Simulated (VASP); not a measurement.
# GaAs: single point with LDA

GaAs, a slab with vacuum:

```
CELL_PARAMETERS angstrom
3.96177 0.00000 0.00000
0.00000 3.96177 0.00000
0.00000 0.00000 19.76119
ATOMIC_POSITIONS crystal
As 0.00000 0.50000 0.20242
As 0.50000 0.00000 0.34961
Ga 0.50000 0.50000 0.27330
Ga 0.00000 0.00000 0.41805
```

- Program: VASP 6.6.1
- Task: single point
- Functional: LDA
- Potentials or basis: VASP PAW LDA potentials, release 64 (As, Ga_d)
- Cutoff: 400 eV
- k mesh: 7 × 7 × 1
- Occupations: gaussian, width 0.05 eV
- Spin: no spin polarisation
- Dipole correction: yes
- Further INCAR settings: ALGO = Normal; EDIFF = 1e-06; NBANDS = 26; NELMDL = -8

| Item | Value |
| --- | --- |
| Largest force | 0.453 eV/Å |
| Band gap on the k mesh | zero (bands 18 and 19 overlap by 0.50 eV) |

Forces on the atoms (eV/Å):
```
As   0.000  0.000  0.431
As   0.000  0.000 -0.022
Ga   0.000  0.000 -0.453
Ga   0.000  0.000  0.044
```

Levels at points of the mesh, in eV from the Fermi level:
```csv
k point,band 16,band 17,band 18,band 19,band 20,band 21
"(0.00, 0.00, 0.00)",-1.67,-0.39,0.47,0.87,1.90,2.41
```

It took 4.8 min on 1 thread of Intel Xeon 8259CL, with other jobs on the host, peak memory 0.29 GiB.
